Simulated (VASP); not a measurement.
Runs of VASP 6.6.1 on MgO. The structure is that of space group Fm-3m (No. 225), or close to it. The cells are those of the table. 

```csv
cell,gap on the mesh (eV),pressure (GPa)
"a = 3.031 Å, angles 60.0°, 2 atoms",5.13,-8.6
"a = 2.943 Å, angles 60.0°, 2 atoms",6.02,(a)
"a = 2.973 Å, angles 60.0°, 2 atoms",5.70,(b)
"a = 2.912 Å, angles 60.0°, 2 atoms",6.36,11.3
"a = 3.002 Å, angles 60.0°, 2 atoms",5.41,-4.6
```

Alike in all rows: task single point; level r2SCAN; potentials or basis VASP PAW PBE potentials, release 64 (Mg_sv, O); no spin polarisation; k mesh 10 × 10 × 10; cutoff (eV) 750; smearing gaussian 0.02 eV.

Question: Fill in the values left out.

Answer: (a) 5.1; (b) 0.0.

Caveats: the PAW data sets were made with another functional, which shifts forces and pressure a little; the cell stands under tension (at least some runs); the cell stands under pressure (at least some runs).

